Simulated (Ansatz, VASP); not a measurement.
## Mn in VASP and in Ansatz

```
CELL_PARAMETERS angstrom
0.00000 1.71221 1.71221
1.71221 0.00000 1.71221
1.71221 1.71221 0.00000
ATOMIC_POSITIONS crystal
Mn 0.00000 0.00000 0.00000
```

Alike in both runs: task single point; functional revPBE; k mesh 17 × 17 × 17; occupations fermi-dirac, width 0.1 eV; no spin polarisation.

```csv
,VASP,Ansatz
version,VASP 6.6.1,Ansatz 0.2.0
potentials or method,"VASP PAW PBE potentials, release 64 (Mn_pv), cutoff 520 eV","plane waves (420 eV) with PAW, scalar-relativistic"
valence electrons in the cell,13,15
```

|  | VASP | Ansatz | Ansatz less VASP |
| --- | --- | --- | --- |
| pressure (GPa) | 26.9 | 26.9 | -0.02 |

VASP's potentials were made for PBE, not for revPBE. VASP's potentials hold 13 valence electrons a cell and Ansatz's 15, so a difference there can come from the potentials and not from the codes.
